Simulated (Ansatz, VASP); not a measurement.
## HfAlO in VASP and in Ansatz

File INCAR:

```
PREC = Accurate
ENCUT = 520
EDIFF = 1E-6
ISMEAR = 0
SIGMA = 0.1
LREAL = False
LASPH = True
NELM = 100
ALGO = Normal
ISIF = 2
LWAVE = False
LCHARG = True
GGA = PE
LELF = True
LVHAR = True
NBANDS = 28
```

File KPOINTS:

```
regular mesh
0
Gamma
  4 4 4
```

POSCAR

```
HfAlO
1.0
    3.8782735800      0.0000000000      0.0000000000
    0.0000000000      3.8782735800      0.0000000000
    0.0000000000      0.0000000000      6.8257615700
Hf Al O
2 2 2
Direct
    0.5000000000      0.0000000000      0.6679999800
    0.0000000000      0.5000000000      0.3320000200
    0.0000000000      0.0000000000      0.0000000000
    0.5000000000      0.5000000000      0.0000000000
    0.5000000000      0.0000000000      0.1905000100
    0.0000000000      0.5000000000      0.8094999900
```

Input for Ansatz:

```yaml
crystal:
  lattice:
    - [3.87827358, 0.0, 0.0]
    - [0.0, 3.87827358, 0.0]
    - [0.0, 0.0, 6.82576157]
  atoms:
    - { symbol: Hf, position: [0.5, 0.0, 0.66799998] }
    - { symbol: Hf, position: [0.0, 0.5, 0.33200002] }
    - { symbol: Al, position: [0.0, 0.0, 0.0] }
    - { symbol: Al, position: [0.5, 0.5, 0.0] }
    - { symbol: O, position: [0.5, 0.0, 0.19050001] }
    - { symbol: O, position: [0.0, 0.5, 0.80949999] }
basis:
  ecutwfc: 420
kpoints:
  mp_grid: { grid: [4, 4, 4] }
hamiltonian:
  xc: pbe
scf:
  occupations: { method: gaussian, width: 0.1 }
  lower_state_search: "off"
output:
  forces: true
  stress: true
  eigenvalues: true
```

Change from the starting cell: species swapped into the BaMnGe type (P4/nmm, No. 129).

Alike in both runs: task single point; functional PBE; k mesh 4 × 4 × 4; occupations gaussian, width 0.1 eV; no spin polarisation.

```csv
,VASP,Ansatz
version,VASP 6.6.1,Ansatz 0.2.0
potentials or method,"VASP PAW PBE potentials, release 64 (Hf_pv, Al, O), cutoff 520 eV","scalar-relativistic, plane waves, PAW"
valence electrons in the cell,38,70
```

VASP gave:

* gap on the k mesh at the Fermi level (eV): none
* pressure (GPa): -10.6
* traceless stress, the component that is largest in VASP (GPa): 10.19
* rms of the force components (eV/Å): 0.667

Problem. Which values does Ansatz return?

Solution. gap on the k mesh at the Fermi level (eV): none; pressure (GPa): -10.3; traceless stress, the component that is largest in VASP (GPa): 10.26; rms of the force components (eV/Å): 0.671.

Atom by atom the forces differ by 0.006 eV/Å (rms over components). A gap of «none» marks a metal or a gap that the smearing closes. VASP's potentials hold 38 valence electrons a cell and Ansatz's 70, so a difference there can come from the potentials and not from the codes.

The k mesh is coarse, so the values compare programs but aren't converged. Neither program's run includes spin-orbit coupling.
